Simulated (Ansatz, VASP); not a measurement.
TiO2 in VASP and in Ansatz

The input INCAR:

```
SYSTEM = TiO2
  PREC = Accurate
  ENCUT = 520
  EDIFF = 1E-7
  ISMEAR = -1
  SIGMA = 0.02
  LREAL = .FALSE.
  LASPH = .TRUE.
  NELM = 80
  ALGO = Normal
  ISIF = 2
  LWAVE = .FALSE.
  LCHARG = .FALSE.
  GGA = PE
  NBANDS = 19
```

File KPOINTS:

```
regular mesh
0
G
  10 10 10
  0 0 0
```

File POSCAR:

```
TiO2
1.0
    0.0000000000      2.3968272525      2.3968272525
    2.3968272525      0.0000000000      2.3968272525
    2.3968272525      2.3968272525      0.0000000000
Ti O
1 2
Direct
    0.0000000000      0.0000000000      0.0000000000
    0.2500000000      0.2500000000      0.2500000000
    0.7500000000      0.7500000000      0.7500000000
```

Input for Ansatz:

```yaml
crystal:
  lattice:
    - [0.0, 2.3968272525, 2.3968272525]
    - [2.3968272525, 0.0, 2.3968272525]
    - [2.3968272525, 2.3968272525, 0.0]
  atoms:
    - { symbol: Ti, position: [0.0, 0.0, 0.0] }
    - { symbol: O, position: [0.25, 0.25, 0.25] }
    - { symbol: O, position: [0.75, 0.75, 0.75] }
kpoints:
  mp_grid: { grid: [10, 10, 10] }
  band_path:
    path:
      - [0.0, 0.0, 0.0]
      - [0.5, 0.0, 0.5]
      - [0.625, 0.25, 0.625]
      - [0.375, 0.375, 0.75]
      - [0.5, 0.5, 0.5]
      - [0.5, 0.25, 0.75]
      - [0.0, 0.5, 0.5]
    npoints: 1
hamiltonian:
  xc: pbe
scf:
  occupations: { method: fermi_dirac, width: 0.02 }
  n_extra_bands: 4
output:
  forces: true
  stress: true
  eigenvalues: true
```

Alike in both runs: task single point; functional PBE; k mesh 10 × 10 × 10; occupations fermi-dirac, width 0.02 eV; no spin polarisation.

|  | VASP | Ansatz |
| --- | --- | --- |
| version | VASP 6.6.1 | Ansatz 0.2.0 |
| potentials or method | VASP PAW PBE potentials, release 64 (Ti_sv, O) | plane waves, PAW |
| plane-wave cutoff (eV) | 520 | 420 |
| valence electrons in the cell | 24 | 24 |

|  | VASP | Ansatz | Ansatz less VASP |
| --- | --- | --- | --- |
| gap on the k mesh at the Fermi level (eV) | 1.13 | 1.14 | +0.018 |
| pressure (GPa) | 6.8 | 5.9 | -0.86 |

The functional is the same, so the differences come from potentials, cutoffs and numerics.
